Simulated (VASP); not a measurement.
A run of VASP 6.6.1 is set up as follows.

File INCAR:

```
PREC = Accurate
ENCUT = 520
EDIFF = 1E-7
ISMEAR = 0
SIGMA = 0.1
LREAL = F
LASPH = T
NELM = 150
ALGO = Normal
ISIF = 2
LWAVE = F
LCHARG = T
ISPIN = 2
MAGMOM = 2.1 0 -0.12 -0.12 -0.12
LORBIT = 11
LMAXMIX = 4
GGA = PE
LELF = T
LVHAR = T
NBANDS = 34
```

File KPOINTS:

```
Automatic mesh
0
Gamma
  4 4 4
```

The input POSCAR:

```
NbGaSe3
1.0
    4.6044889500      0.0000000000      0.0000000000
    0.0000000000      4.6044889500      0.0000000000
    0.0000000000      0.0000000000      4.6044889500
Nb Ga Se
1 1 3
Direct
    0.0000000000      0.0000000000      0.0000000000
    0.5000000000      0.5000000000      0.5000000000
    0.0000000000      0.5000000000      0.5000000000
    0.5000000000      0.0000000000      0.5000000000
    0.5000000000      0.5000000000      0.0000000000
```

Potentials or basis: VASP PAW PBE potentials, release 64 (Nb_sv, Ga_d, Se).

Launch:

```bash
$ cat potpaw_PBE.64/Nb_sv/POTCAR potpaw_PBE.64/Ga_d/POTCAR potpaw_PBE.64/Se/POTCAR > POTCAR
$ mpirun -np 1 vasp_std > vasp.out
```

Estimate the pressure.

16.2 GPa.

Predict the net moment.

1.78 μB per cell.

Estimate the site moments.

Nb +1.69; Ga +0.00; Se -0.13 μB.

Caveat: the cell stands under pressure.
